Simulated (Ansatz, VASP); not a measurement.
One calculation of SiPd2O4, two programs

```
Pd Si O
1.0
     0.00000    4.20068    4.20068
     4.20068    0.00000    4.20068
     4.20068    4.20068    0.00000
Pd Si O
4 2 8
Direct
  0.62500 0.62500 0.62500
  0.12500 0.62500 0.62500
  0.62500 0.62500 0.12500
  0.62500 0.12500 0.62500
  0.00000 0.00000 0.00000
  0.25000 0.25000 0.25000
  0.36880 0.36880 0.36880
  0.35640 0.88120 0.88120
  0.36880 0.36880 0.89360
  0.88120 0.35640 0.88120
  0.89360 0.36880 0.36880
  0.88120 0.88120 0.88120
  0.36880 0.89360 0.36880
  0.88120 0.88120 0.35640
```

Alike in both runs: task single point; functional r2SCAN; k mesh 7 × 7 × 7; no spin polarisation; Hubbard terms Pd d U = 3.23 eV.

|  | VASP | Ansatz |
| --- | --- | --- |
| version | VASP 6.6.1 | Ansatz 0.2.0 |
| potentials or method | VASP PAW PBE potentials, release 64 (Pd, Si, O), cutoff 520 eV | PAW plane waves |
| occupations | fermi-dirac, width 0.1 eV | fermi-dirac |
| valence electrons in the cell | 96 | 128 |

VASP gave:

```
pressure (GPa)                     : 2.0
rms of the force components (eV/Å) : 1.195
```

Q: Which values does Ansatz return?

A: Pressure (GPa): 6.0; rms of the force components (eV/Å): 1.397.

VASP's potentials were made for PBE, not for r2SCAN. The programs project onto different local orbitals, so the same U acts differently, and such runs can settle in different states. Atom by atom the forces differ by 0.202 eV/Å (rms over components). VASP's potentials hold 96 valence electrons a cell and Ansatz's 128, so a difference there can come from the potentials and not from the codes. Ansatz's warnings: filled band counts differ across k points.
